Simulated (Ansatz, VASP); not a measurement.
**Cd3Se2S in VASP and in Ansatz**

```
Cd Se S
1.0
     4.32792    0.00000    0.00000
    -2.16396    3.74808    0.00000
     0.00000    0.00000   21.17214
Cd Se S
6 4 2
Direct
  0.66667 0.33333 0.16680
  0.66667 0.33333 0.49560
  0.66667 0.33333 0.83812
  0.33333 0.66667 0.99560
  0.33333 0.66667 0.33812
  0.33333 0.66667 0.66680
  0.66667 0.33333 0.29395
  0.66667 0.33333 0.62289
  0.33333 0.66667 0.12289
  0.33333 0.66667 0.79395
  0.66667 0.33333 0.95964
  0.33333 0.66667 0.45964
```

Alike in both runs: task relaxation of cell and atoms; functional PBE; k mesh 6 × 6 × 2; occupations gaussian, width 0.02 eV; no spin polarisation.

|  | VASP | Ansatz |
| --- | --- | --- |
| version | VASP 6.6.1 | Ansatz 0.2.0 |
| potentials or method | VASP PAW PBE potentials, release 64 (Cd, Se, S), cutoff 600 eV | scalar-relativistic, plane waves, PAW |
| valence electrons in the cell | 108 | 196 |

```csv
,VASP,Ansatz,Ansatz less VASP
"gap on the k mesh at the Fermi level, each at its own relaxed structure (eV)",0.61,0.62,+0.010
relaxed volume (Å³/atom),28.62,28.48,-0.136
relaxed cell length with the largest relative difference (Å),4.328,4.320,-0.0081
```

VASP's potentials hold 108 valence electrons a cell and Ansatz's 196, so a difference there can come from the potentials and not from the codes.
